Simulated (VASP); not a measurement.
# MoS2 in VASP: relaxation of the atoms with PBEsol

Aim: the relaxation of the atoms of MoS2 with PBEsol.

All numbers are computed with VASP 6.6.1; they aren't measurements. Logs are shortened: lines on timing, memory, paths and dates and some standing lists are left out, and cuts for length are marked.

## Step 1: The cell of the first run

The cell holds a slab with vacuum, 6 atoms: a = 3.143 Å, b = 3.143 Å, c = 24.400 Å, α = 90.00°, β = 90.00°, γ = 120.00°.

## Step 2: Relaxation of the atoms, PBEsol

File INCAR:

```
PREC = Accurate
ENCUT = 520
EDIFF = 1E-7
ISMEAR = 0
SIGMA = 0.05
LREAL = F
LASPH = T
NELM = 80
ALGO = Normal
ISIF = 2
LWAVE = F
LCHARG = F
LDIPOL = T
IDIPOL = 3
DIPOL = 0.5 0.5 0.500
GGA = PS
IBRION = 2
NSW = 80
EDIFFG = -0.02
```

File KPOINTS:

```
Automatic mesh
0
Gamma
  9 9 1
```

File POSCAR:

```
MoS2
1.0
    3.1431208302      0.0000000000      0.0000000000
   -1.5715604151      2.7220224861      0.0000000000
    0.0000000000      0.0000000000     24.3995989249
S Mo
4 2
Direct
    0.3333333333      0.6666666667      0.3073821018
    0.3333333333      0.6666666667      0.4351017530
    0.0000000000      0.0000000000      0.5648982470
    0.0000000000      0.0000000000      0.6926178982
    0.6666666667      0.3333333333      0.3712528671
    0.3333333333      0.6666666667      0.6287690123
```

Potentials or basis: VASP PAW PBE potentials, release 64 (S, Mo_sv).

Command:

```
cat potpaw_PBE.64/S/POTCAR potpaw_PBE.64/Mo_sv/POTCAR > POTCAR
mpirun -np 1 vasp_std > vasp.out
```

OUTCAR:

```text
PREC = Accurate
   ENCUT = 520
   EDIFF = 1E-7
   ISMEAR = 0
   LREAL = F
   LASPH = T
   NELM = 80
   ISIF = 2
   GGA = PS
   IBRION = 2
   NSW = 80
   EDIFFG = -0.02

 ion  position               nearest neighbor table
   1  0.333  0.667  0.307-   5 2.39   5 2.39   5 2.39
   2  0.333  0.667  0.435-   5 2.39   5 2.39   5 2.39
   3  0.000  0.000  0.565-   6 2.39   6 2.39   6 2.39
   4  0.000  0.000  0.693-   6 2.39   6 2.39   6 2.39
   5  0.667  0.333  0.371-   2 2.39   2 2.39   2 2.39   1 2.39   1 2.39   1 2.39
   6  0.333  0.667  0.629-   4 2.39   4 2.39   4 2.39   3 2.39   3 2.39   3 2.39

  LATTYP: Found a hexagonal cell.
 ALAT       =     3.1431208302
 C/A-ratio  =     7.7628574411

  Lattice vectors:

 A1 = (   3.1431208302,   0.0000000000,   0.0000000000)
 A2 = (  -1.5715604151,   2.7220224861,   0.0000000000)
 A3 = (   0.0000000000,   0.0000000000,  24.3995989249)

Analysis of symmetry for initial positions (statically):
=====================================================================
 Subroutine PRICEL returns:
 Original cell was already a primitive cell.

 Routine SETGRP: Setting up the symmetry group for a
 hexagonal supercell.

 Subroutine GETGRP returns: Found  6 space group operations
 (whereof  6 operations were pure point group operations)
 out of a pool of 24 trial point group operations.

The static configuration has the point symmetry C_3v.

Analysis of symmetry for dynamics (positions and initial velocities):
=====================================================================
 Subroutine PRICEL returns:
 Original cell was already a primitive cell.

 Routine SETGRP: Setting up the symmetry group for a
 hexagonal supercell.

 Subroutine GETGRP returns: Found  6 space group operations
 (whereof  6 operations were pure point group operations)
 out of a pool of 24 trial point group operations.

The dynamic configuration has the point symmetry C_3v.

 Subroutine INISYM returns: Found  6 space group operations
 (whereof  6 operations are pure point group operations),
 and found     1 'primitive' translations

----------------------------------------------------------------------------------------

                                     Primitive cell

  volume of cell :     208.7543

  direct lattice vectors                    reciprocal lattice vectors
     3.143120830  0.000000000  0.000000000     0.318155125  0.183686947  0.000000000
    -1.571560415  2.722022486  0.000000000     0.000000000  0.367373894  0.000000000
     0.000000000  0.000000000 24.399598925     0.000000000  0.000000000  0.040984280

  length of vectors
     3.143120830  3.143120830 24.399598925     0.367373894  0.367373894  0.040984280

  position of ions in fractional coordinates (direct lattice)
     0.333333333  0.666666667  0.307382102
     0.333333333  0.666666667  0.435101753
     0.000000000  0.000000000  0.564898247
     0.000000000  0.000000000  0.692617898
     0.666666667  0.333333333  0.371252867
     0.333333333  0.666666667  0.628769012

  ion indices of the primitive-cell ions
   primitive index   ion index
                 1           1
                 2           2
                 3           3
                 4           4
                 5           5
                 6           6

----------------------------------------------------------------------------------------

 KPOINTS: Automatic mesh

Automatic generation of k-mesh.
 Grid dimensions read from file:
 generate k-points for:    9    9    1

 Generating k-lattice:

  Cartesian coordinates                     Fractional coordinates (reciprocal lattice)
     0.035350569  0.020409661  0.000000000     0.111111111  0.000000000  0.000000000
     0.000000000  0.040819322  0.000000000     0.000000000  0.111111111  0.000000000
     0.000000000  0.000000000  0.040984280     0.000000000  0.000000000  1.000000000

  Length of vectors
     0.040819322  0.040819322  0.040984280

  Shift w.r.t. Gamma in fractional coordinates (k-lattice)
     0.000000000  0.000000000  0.000000000

 Subroutine IBZKPT returns following result:
 ===========================================

 Found     12 irreducible k-points:

 Following reciprocal coordinates:
            Coordinates               Weight
  0.000000  0.000000  0.000000      1.000000
  0.111111 -0.000000  0.000000      6.000000
  0.222222  0.000000  0.000000      6.000000
  0.333333  0.000000  0.000000      6.000000
  0.444444  0.000000  0.000000      6.000000
  0.111111  0.111111  0.000000      6.000000
  0.222222  0.111111  0.000000     12.000000
  0.333333  0.111111  0.000000     12.000000
  0.444444  0.111111  0.000000      6.000000
  0.222222  0.222222  0.000000      6.000000
  0.333333  0.222222  0.000000     12.000000
  0.333333  0.333333  0.000000      2.000000
   k-points           NKPTS =     12   k-points in BZ     NKDIM =     12   number of bands    NBANDS=     31
   number of dos      NEDOS =    301   number of ions     NIONS =      6
   total plane-waves  NPLWV = 110592
   dimension x,y,z NGX =    24 NGY =   24 NGZ =  192
   dimension x,y,z NGXF=    48 NGYF=   48 NGZF=  384
   ions per type =               4   2
   NGX,Y,Z   is equivalent  to a cutoff of  12.69, 12.69, 13.08 a.u.
   NGXF,Y,Z  is equivalent  to a cutoff of  25.39, 25.39, 26.16 a.u.
 SYSTEM =  unknown system
   PREC   = accura    normal or accurate (medium, high low for compatibility)
   ISTART =      0    job   : 0-new  1-cont  2-samecut
   ICHARG =      2    charge: 1-file 2-atom 10-const
   ISPIN  =      1    spin polarized calculation?
   LNONCOLLINEAR =      F non collinear calculations
   LSORBIT =      F    spin-orbit coupling
   LASPH  =      T    aspherical Exc in radial PAW
   ENCUT  =  520.0 eV  38.22 Ry    6.18 a.u.   5.84  5.84 45.37*2*pi/ulx,y,z
   NELM   =     80;   NELMIN=  2; NELMDL= -5     # of ELM steps
   EDIFF  = 0.1E-06   stopping-criterion for ELM
   LREAL  =      F    real-space projection
   EDIFFG = -.2E-01   stopping-criterion for IOM
   NSW    =     80    number of steps for IOM
   IBRION =      2    ionic relax: 0-MD 1-quasi-New 2-CG
   NFREE  =      1    steps in history (QN), initial steepest desc. (CG)
   ISIF   =      2    stress and relaxation
   ISYM   =      2    0-nonsym 1-usesym 2-fastsym
   POTIM  = 0.5000    time-step for ionic-motion
   TEBEG  =    0.0;   TEEND  =   0.0 temperature during run
   PSTRESS=    0.0 pullay stress
   NELECT =      52.0000    total number of electrons
   NUPDOWN=      -1.0000    fix difference up-down
   EMIN   =  10.00;   EMAX   =-10.00  energy-range for DOS
   EFERMI =   0.00;   METHOD = LEGACY
   ISMEAR =     0;   SIGMA  =   0.05  broadening in eV -4-tet -1-fermi 0-gaus
   EFERMI_NEDOS =   21; number of points for ismear=-14 and -15
   IALGO  =     38    algorithm
   IMIX   =      4    mixing-type and parameters
     AMIX     =   0.40;   BMIX     =  1.00
     AMIX_MAG =   1.60;   BMIX_MAG =  1.00
  volume/ion in A,a.u.               =      34.79       234.79
  Fermi-wavevector in a.u.,A,eV,Ry     =   1.030064  1.946538 14.436209  1.061031
  Thomas-Fermi vector in A             =   2.164143
   LORBIT       =      0    0 simple, 1 ext, 2 COOP (PROOUT), +10 PAW based schemes
   GGA     = PS    functional components
   LHFCALC =     F    Hartree Fock is set to
   AEXX    =    0.0000 exact exchange contribution
   IVDW    =     0    specifies the selected vdW correction
   LEPSILON=     F    determine dielectric tensor
   LRPA    =     F    only Hartree local field effects (RPA)
 conjugate gradient relaxation of ions
 non-spin polarized calculation
 Gauss-broadening in eV      SIGMA  =   0.05
  energy-cutoff  :      520.00
  volume of cell :      208.75
 maximum number of plane-waves:      5660
 NGX is ok and might be reduce to    24
   NGX = 11   NGY = 11   NGZ = 91

 number of electron      51.9999998 magnetization

 dipolmoment           0.000000      0.000000     -0.002241 electrons x Angstroem

 Free energy of the ion-electron system (eV)
  ---------------------------------------------------
  ext. energy  EPLUGINS =         0.00000000
  ---------------------------------------------------
  free energy    TOTEN  =       -46.87529025 eV

  energy without entropy =      -46.87529025  energy(sigma->0) =      -46.87529025

 E-fermi :   1.2527     XC(G=0):  -5.9855

 val. band max:        0.9393238396   @ k =   0.0000   0.0000   0.0000
 cond. band min:       2.3378804271   @ k =   0.3333   0.3333   0.0000
 fundamental gap:      1.3985565875
 Fermi energy:         1.2527357466

 k-point     1 :       0.0000    0.0000    0.0000
  band No.  band energies     occupation
      1     -60.1627      2.00000
      2     -60.1174      2.00000
      3     -34.3739      2.00000
      4     -34.3284      2.00000
      5     -34.1119      2.00000
      6     -34.1119      2.00000
[... 23 lines left out ...]
     30       3.4728      0.00000
     31       3.6913      0.00000

 k-point     2 :       0.1111   -0.0000    0.0000
  band No.  band energies     occupation
      1     -60.1575      2.00000
      2     -60.1122      2.00000
      3     -34.3637      2.00000
      4     -34.3182      2.00000
      5     -34.1635      2.00000
      6     -34.1236      2.00000
[... 23 lines left out ...]
     30       3.3883      0.00000
     31       3.4658      0.00000

 k-point     3 :       0.2222    0.0000    0.0000
  band No.  band energies     occupation
      1     -60.1442      2.00000
      2     -60.0989      2.00000
      3     -34.3378      2.00000
      4     -34.2926      2.00000
      5     -34.2923      2.00000
      6     -34.2475      2.00000
[... 295 lines left out ...]
     30       3.7596      0.00000
     31       3.8592      0.00000

 k-point    12 :       0.3333    0.3333    0.0000
  band No.  band energies     occupation
      1     -60.1120      2.00000
      2     -60.0667      2.00000
      3     -34.4354      2.00000
      4     -34.3903      2.00000
      5     -34.3859      2.00000
      6     -34.3408      2.00000
[... 23 lines left out ...]
     30       3.5780      0.00000
     31       4.2732      0.00000

------------------------ aborting loop because EDIFF is reached ----------------------------------------

 vacuum level on the upper side and lower side of the slab       (xc-potential included)        -0.099        -0.051

  FORCE on cell =-STRESS in cart. coord.  units (eV):
  Direction    XX          YY          ZZ          XY          YZ          ZX
  --------------------------------------------------------------------------------------
  -------------------------------------------------------------------------------------
  Total       -0.0969090     -0.0969090     -0.0704193     -0.0000000      0.0000000      0.0000000
  in kB       -0.7437713     -0.7437713     -0.5404638     -0.0000000      0.0000000      0.0000000
  external PRESSURE =      -0.6760022 kB  Pullay stress =       0.0000000 kB

 VOLUME and BASIS-vectors are now :
 -----------------------------------------------------------------------------
  energy-cutoff  :      520.00
  volume of cell :      208.75
      direct lattice vectors                 reciprocal lattice vectors
     3.143120830  0.000000000  0.000000000     0.318155125  0.183686947  0.000000000
    -1.571560415  2.722022486  0.000000000     0.000000000  0.367373894  0.000000000
     0.000000000  0.000000000 24.399598925     0.000000000  0.000000000  0.040984280

 POSITION                                       TOTAL-FORCE (eV/Angst)
 -----------------------------------------------------------------------------------
     -0.00000      1.81468      7.50000         0.000000      0.000000      0.011898
     -0.00000      1.81468     10.61631         0.000000     -0.000000      0.001465
      0.00000      0.00000     13.78329         0.000000      0.000000      0.000557
      0.00000      0.00000     16.89960         0.000000     -0.000000     -0.010186
      1.57156      0.90734      9.05842         0.000000      0.000000     -0.014811
     -0.00000      1.81468     15.34171        -0.000000      0.000000      0.011077
 -----------------------------------------------------------------------------------
    total drift:                                0.000000     -0.000000     -0.000031

  FREE ENERGIE OF THE ION-ELECTRON SYSTEM (eV)
  ---------------------------------------------------
  free  energy   TOTEN  =       -46.8752902529 eV

  energy  without entropy=      -46.8752902529  energy(sigma->0) =      -46.87529025

 reached required accuracy - stopping structural energy minimisation

 vacuum level on the upper side and lower side of the slab         6.421         6.470
```

Run time: 2.6 min. Hardware: 1 thread of Intel Xeon Platinum 8259CL at 2.50GHz (Skylake/Cascade Lake), shared host; peak memory 0.34 GiB.

Results:

* Free energy: -46.8753 eV
* Largest force after relaxing: 0.015 eV/Å
* Band gap on the k mesh: 1.40 eV (least direct gap 1.75 eV)

Forces in eV/Å, atoms in the order of the input:
```
S    0.000  0.000  0.012
S    0.000  0.000  0.001
S    0.000  0.000  0.001
S    0.000  0.000 -0.010
Mo   0.000  0.000 -0.015
Mo   0.000  0.000  0.011
```

Final structure:
```yaml
crystal:
  lattice:
    - [3.14312, 0.00000, 0.00000]
    - [-1.57156, 2.72202, 0.00000]
    - [0.00000, 0.00000, 24.39960]
  atoms:
    - { symbol: S, position: [0.33333, 0.66667, 0.30738] }
    - { symbol: S, position: [0.33333, 0.66667, 0.43510] }
    - { symbol: S, position: [0.00000, 0.00000, 0.56490] }
    - { symbol: S, position: [0.00000, 0.00000, 0.69262] }
    - { symbol: Mo, position: [0.66667, 0.33333, 0.37125] }
    - { symbol: Mo, position: [0.33333, 0.66667, 0.62877] }
```

Caveat: the relaxation stopped at its first step, so nothing moved; the PAW data sets were made with another functional, which shifts forces and pressure a little.
